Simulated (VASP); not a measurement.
# Al8O in VASP: a series of runs

Runs on Al8O. Level: PBE. Tasks: single point.

Everything below comes from runs of VASP 6.6.1. Logs are shortened: lines on timing, memory, paths and dates and some standing lists are left out, and cuts for length are marked.

## Step 1: The cell of the first run

The cell holds a slab with vacuum, 9 atoms: a = 2.854 Å, b = 2.854 Å, c = 31.975 Å, α = 90.00°, β = 90.00°, γ = 120.00°.

## Step 2: Single point, PBE

INCAR

```
ALGO     = Normal         # electronic algorithm
DIPOL    = 0.5 0.5 0.414
EDIFF    = 1E-6           # SCF threshold, eV
ENCUT    = 520            # plane-wave cutoff, eV
GGA      = PE             # functional
IDIPOL   = 3            
ISIF     = 2              # what is computed and relaxed
ISMEAR   = 0              # smearing method
LASPH    = True           # aspherical terms in the spheres
LCHARG   = True           # write CHGCAR
LDIPOL   = True         
LELF     = True           # ELF
LREAL    = False          # projectors in reciprocal space
LVACPOTAV= True         
LVHAR    = True         
LWAVE    = False          # write WAVECAR
NBANDS   = 25             # bands
NELM     = 60             # most SCF steps
PREC     = Accurate       # precision mode
SIGMA    = 0.1            # smearing width, eV
```

KPOINTS

```
k-points
0
Gamma
  9 9 1
```

POSCAR

```
Al8O
1.0
    2.8535431553      0.0000000000      0.0000000000
   -1.4267715777      2.4712408633      0.0000000000
    0.0000000000      0.0000000000     31.9749292464
Al O
8 1
Direct
    0.3333333333      0.6666666666      0.1250980094
    0.0000000000      0.0000000000      0.1984481215
    0.6666666667      0.3333333334      0.2717982335
    0.0000000000      0.0000000000      0.3451483456
    0.3333333333      0.6666666666      0.4179223920
    0.0000000000      0.0000000000      0.4916598235
    0.6666666667      0.3333333334      0.5654146328
    0.0000000000      0.0000000000      0.6403432229
    0.0000000000      0.5000000000      0.6686819580
```

Potentials or basis: VASP PAW PBE potentials, release 64 (Al, O).

The run is started by

```sh
$ cat potpaw_PBE.64/Al/POTCAR potpaw_PBE.64/O/POTCAR > POTCAR
$ mpirun -np 1 vasp_std > vasp.out
```

OUTCAR:

```text
EDIFF = 1E-6
   ENCUT = 520
   GGA = PE
   ISIF = 2
   ISMEAR = 0
   LASPH = True
   LREAL = False
   NELM = 60
   PREC = Accurate

 ion  position               nearest neighbor table
   1  0.333  0.667  0.125-   2 2.87   2 2.87   2 2.87
   2  0.000  0.000  0.198-   3 2.87   3 2.87   3 2.87   1 2.87   1 2.87   1 2.87
   3  0.667  0.333  0.272-   2 2.87   2 2.87   2 2.87   4 2.87   4 2.87   4 2.87
   4  0.000  0.000  0.345-   5 2.85   5 2.85   5 2.85   3 2.87   3 2.87   3 2.87
   5  0.333  0.667  0.418-   4 2.85   4 2.85   4 2.85   6 2.88   6 2.88   6 2.88
   6  0.000  0.000  0.492-   5 2.88   5 2.88   5 2.88   7 2.88   7 2.88   7 2.88
   7  0.667  0.333  0.565-   6 2.88   6 2.88   6 2.88   8 2.91   8 2.91   8 2.91
   8  0.000  0.000  0.640-   9 1.69   9 1.69   9 2.63   9 2.63   7 2.91   7 2.91   7 2.91
   9  0.000  0.500  0.669-   8 1.69   8 1.69   8 2.63   8 2.63

  LATTYP: Found a hexagonal cell.
 ALAT       =     2.8535431553
 C/A-ratio  =    11.2053427988

  Lattice vectors:

 A1 = (   2.8535431553,   0.0000000000,   0.0000000000)
 A2 = (  -1.4267715777,   2.4712408633,   0.0000000000)
 A3 = (   0.0000000000,   0.0000000000,  31.9749292464)

Analysis of symmetry for initial positions (statically):
=====================================================================
 Subroutine PRICEL returns:
 Original cell was already a primitive cell.

 Routine SETGRP: Setting up the symmetry group for a
 hexagonal supercell.

 Subroutine GETGRP returns: Found  2 space group operations
 (whereof  2 operations were pure point group operations)
 out of a pool of 24 trial point group operations.

The static configuration has the point symmetry C_1h.

Analysis of symmetry for dynamics (positions and initial velocities):
=====================================================================
 Subroutine PRICEL returns:
 Original cell was already a primitive cell.

 Routine SETGRP: Setting up the symmetry group for a
 hexagonal supercell.

 Subroutine GETGRP returns: Found  2 space group operations
 (whereof  2 operations were pure point group operations)
 out of a pool of 24 trial point group operations.

The dynamic configuration has the point symmetry C_1h.

 Subroutine INISYM returns: Found  2 space group operations
 (whereof  2 operations are pure point group operations),
 and found     1 'primitive' translations

----------------------------------------------------------------------------------------

                                     Primitive cell

  volume of cell :     225.4806

  direct lattice vectors                    reciprocal lattice vectors
     2.853543155  0.000000000  0.000000000     0.350441520  0.202327506  0.000000000
    -1.426771578  2.471240863  0.000000000     0.000000000  0.404655012  0.000000000
     0.000000000  0.000000000 31.974929246     0.000000000  0.000000000  0.031274502

  length of vectors
     2.853543155  2.853543155 31.974929246     0.404655012  0.404655012  0.031274502

  position of ions in fractional coordinates (direct lattice)
     0.333333333  0.666666667  0.125098009
     0.000000000  0.000000000  0.198448122
     0.666666667  0.333333333  0.271798234
     0.000000000  0.000000000  0.345148346
     0.333333333  0.666666667  0.417922392
     0.000000000  0.000000000  0.491659824
     0.666666667  0.333333333  0.565414633
     0.000000000  0.000000000  0.640343223
     0.000000000  0.500000000  0.668681958

  ion indices of the primitive-cell ions
   primitive index   ion index
                 1           1
                 2           2
                 3           3
                 4           4
                 5           5
                 6           6
                 7           7
                 8           8
                 9           9

----------------------------------------------------------------------------------------

 KPOINTS: k-points

Automatic generation of k-mesh.
 Grid dimensions read from file:
 generate k-points for:    9    9    1

 Generating k-lattice:

  Cartesian coordinates                     Fractional coordinates (reciprocal lattice)
     0.038937947  0.022480834  0.000000000     0.111111111  0.000000000  0.000000000
     0.000000000  0.044961668  0.000000000     0.000000000  0.111111111  0.000000000
     0.000000000  0.000000000  0.031274502     0.000000000  0.000000000  1.000000000

  Length of vectors
     0.044961668  0.044961668  0.031274502

  Shift w.r.t. Gamma in fractional coordinates (k-lattice)
     0.000000000  0.000000000  0.000000000

 Subroutine IBZKPT returns following result:
 ===========================================

 Found     25 irreducible k-points:

 Following reciprocal coordinates:
            Coordinates               Weight
  0.000000  0.000000  0.000000      1.000000
  0.111111  0.000000  0.000000      2.000000
  0.000000  0.111111  0.000000      4.000000
  0.222222 -0.000000  0.000000      2.000000
  0.000000  0.222222  0.000000      4.000000
  0.333333 -0.000000  0.000000      2.000000
[... 16 lines left out ...]
 -0.222222 -0.444444  0.000000      4.000000
  0.444444  0.333333  0.000000      4.000000
   k-points           NKPTS =     25   k-points in BZ     NKDIM =     25   number of bands    NBANDS=     25
   number of dos      NEDOS =    301   number of ions     NIONS =      9
   total plane-waves  NPLWV = 138240
   dimension x,y,z NGX =    24 NGY =   24 NGZ =  240
   dimension x,y,z NGXF=    48 NGYF=   48 NGZF=  480
   ions per type =               8   1
   NGX,Y,Z   is equivalent  to a cutoff of  13.98, 13.98, 12.48 a.u.
   NGXF,Y,Z  is equivalent  to a cutoff of  27.96, 27.96, 24.96 a.u.
 SYSTEM =  unknown system
   PREC   = accura    normal or accurate (medium, high low for compatibility)
   ISTART =      0    job   : 0-new  1-cont  2-samecut
   ICHARG =      2    charge: 1-file 2-atom 10-const
   ISPIN  =      1    spin polarized calculation?
   LNONCOLLINEAR =      F non collinear calculations
   LSORBIT =      F    spin-orbit coupling
   LASPH  =      T    aspherical Exc in radial PAW
   ENCUT  =  520.0 eV  38.22 Ry    6.18 a.u.   5.31  5.31 59.45*2*pi/ulx,y,z
   NELM   =     60;   NELMIN=  2; NELMDL= -5     # of ELM steps
   EDIFF  = 0.1E-05   stopping-criterion for ELM
   LREAL  =      F    real-space projection
   EDIFFG = 0.1E-04   stopping-criterion for IOM
   NSW    =      0    number of steps for IOM
   IBRION =     -1    ionic relax: 0-MD 1-quasi-New 2-CG
   NFREE  =      0    steps in history (QN), initial steepest desc. (CG)
   ISIF   =      2    stress and relaxation
   ISYM   =      2    0-nonsym 1-usesym 2-fastsym
   POTIM  = 0.5000    time-step for ionic-motion
   TEBEG  =    0.0;   TEEND  =   0.0 temperature during run
   PSTRESS=    0.0 pullay stress
   NELECT =      30.0000    total number of electrons
   NUPDOWN=      -1.0000    fix difference up-down
   EMIN   =  10.00;   EMAX   =-10.00  energy-range for DOS
   EFERMI =   0.00;   METHOD = LEGACY
   ISMEAR =     0;   SIGMA  =   0.10  broadening in eV -4-tet -1-fermi 0-gaus
   EFERMI_NEDOS =   21; number of points for ismear=-14 and -15
   IALGO  =     38    algorithm
   IMIX   =      4    mixing-type and parameters
     AMIX     =   0.40;   BMIX     =  1.00
     AMIX_MAG =   1.60;   BMIX_MAG =  1.00
  volume/ion in A,a.u.               =      25.05       169.07
  Fermi-wavevector in a.u.,A,eV,Ry     =   0.835755  1.579348  9.503480  0.698486
  Thomas-Fermi vector in A             =   1.949366
   LORBIT       =      0    0 simple, 1 ext, 2 COOP (PROOUT), +10 PAW based schemes
   GGA     = PE    functional components
   LHFCALC =     F    Hartree Fock is set to
   AEXX    =    0.0000 exact exchange contribution
   IVDW    =     0    specifies the selected vdW correction
   LEPSILON=     F    determine dielectric tensor
   LRPA    =     F    only Hartree local field effects (RPA)
 non-spin polarized calculation
 Gauss-broadening in eV      SIGMA  =   0.10
  energy-cutoff  :      520.00
  volume of cell :      225.48
 maximum number of plane-waves:      6109
 NGX is ok and might be reduce to    24
   NGX = 11   NGY = 11   NGZ =119

 dipolmoment           0.000000      0.000000     -0.025156 electrons x Angstroem

 number of electron      29.9999995 magnetization

 dipolmoment           0.000000      0.000000      0.111301 electrons x Angstroem

 Free energy of the ion-electron system (eV)
  ---------------------------------------------------
  ext. energy  EPLUGINS =         0.00000000
  ---------------------------------------------------
  free energy    TOTEN  =       -37.66771261 eV

  energy without entropy =      -37.63933277  energy(sigma->0) =      -37.65352269

 E-fermi :   2.5910     XC(G=0):  -6.7420

 val. band max:        2.5833472558   @ k =   0.1111   0.1111   0.0000
 cond. band min:       2.5945821758   @ k =   0.2222   0.2222   0.0000
 fundamental gap:      0.0112349200
 Fermi energy:         2.5910185849

 k-point     1 :       0.0000    0.0000    0.0000
  band No.  band energies     occupation
      1     -17.1632      2.00000
      2      -8.4312      2.00000
      3      -8.0922      2.00000
      4      -7.5888      2.00000
      5      -6.8382      2.00000
      6      -5.9586      2.00000
[... 17 lines left out ...]
     24      12.7529      0.00000
     25      13.5001      0.00000

 k-point     2 :       0.1111    0.0000    0.0000
  band No.  band energies     occupation
      1     -17.0564      2.00000
      2      -8.1326      2.00000
      3      -7.7951      2.00000
      4      -7.2943      2.00000
      5      -6.5478      2.00000
      6      -5.6745      2.00000
[... 17 lines left out ...]
     24      10.5036      0.00000
     25      11.0630      0.00000
[... 586 lines left out ...]
     24       5.0833      0.00000
     25       5.3104      0.00000

 k-point    24 :       0.4444    0.3333    0.0000
  band No.  band energies     occupation
      1     -16.0321      2.00000
      2      -4.0633      2.00000
      3      -2.8668      2.00000
      4      -2.5820      2.00000
      5      -2.2964      2.00000
      6      -1.9219      2.00000
[... 17 lines left out ...]
     24       5.0379      0.00000
     25       5.4378      0.00000

 [... further k-points ...]

------------------------ aborting loop because EDIFF is reached ----------------------------------------

  FORCE on cell =-STRESS in cart. coord.  units (eV):
  Direction    XX          YY          ZZ          XY          YZ          ZX
  --------------------------------------------------------------------------------------
  -------------------------------------------------------------------------------------
  Total        1.5707752      3.7703660      0.2026896     -1.9049015      0.1901357      0.3293247
  in kB       11.1613189     26.7907566      1.4402338    -13.5354900      1.3510303      2.3400531
  external PRESSURE =      13.1307698 kB  Pullay stress =       0.0000000 kB

 VOLUME and BASIS-vectors are now :
 -----------------------------------------------------------------------------
  energy-cutoff  :      520.00
  volume of cell :      225.48
      direct lattice vectors                 reciprocal lattice vectors
     2.853543155  0.000000000  0.000000000     0.350441520  0.202327506  0.000000000
    -1.426771578  2.471240863  0.000000000     0.000000000  0.404655012  0.000000000
     0.000000000  0.000000000 31.974929246     0.000000000  0.000000000  0.031274502

 POSITION                                       TOTAL-FORCE (eV/Angst)
 -----------------------------------------------------------------------------------
     -0.00000      1.64749      4.00000         0.000395      0.000228     -0.069763
      0.00000      0.00000      6.34536        -0.000853     -0.000493      0.034592
      1.42677      0.82375      8.69073         0.011898      0.006870      0.015734
      0.00000      0.00000     11.03609         0.000549      0.000317     -0.052621
     -0.00000      1.64749     13.36304        -0.007355     -0.004246      0.160672
      0.00000      0.00000     15.72079         0.001044      0.000603     -0.073762
      1.42677      0.82375     18.07909        -0.131894     -0.076149     -0.012456
      0.00000      0.00000     20.47493         0.008889      0.005132     -0.023318
     -0.71339      1.23562     21.38106         0.117327      0.067739      0.020923
 -----------------------------------------------------------------------------------
    total drift:                                0.000171      0.000098     -0.000067

  FREE ENERGIE OF THE ION-ELECTRON SYSTEM (eV)
  ---------------------------------------------------
  free  energy   TOTEN  =       -37.6677126119 eV

  energy  without entropy=      -37.6393327683  energy(sigma->0) =      -37.65352269

 vacuum level on the upper side and lower side of the slab         9.512         6.656
```

Wall time 3.6 min (1 thread of Intel Xeon 6975P-C (Granite Rapids), shared host); peak memory 0.43 GiB.

Results:

```yaml
Free_energy: -37.6677 eV
Largest_force: 0.161 eV/Å
Band_gap_on_the_k_mesh: zero (bands 15 and 16 overlap by 3.09 eV)
```

Forces in eV/Å, atoms in the order of the input:
```
Al   0.000  0.000 -0.070
Al  -0.001  0.000  0.035
Al   0.012  0.007  0.016
Al   0.001  0.000 -0.053
Al  -0.007 -0.004  0.161
Al   0.001  0.001 -0.074
Al  -0.132 -0.076 -0.012
Al   0.009  0.005 -0.023
O    0.117  0.068  0.021
```

Levels at points of the mesh, in eV from the Fermi level:
```csv
k point,band 12,band 13,band 14,band 15,band 16,band 17,band 18,band 19
"(0.00, 0.00, 0.00)",-2.40,-1.80,-0.84,0.85,2.48,3.75,4.73,5.81
```

[end of part 1 of 2]
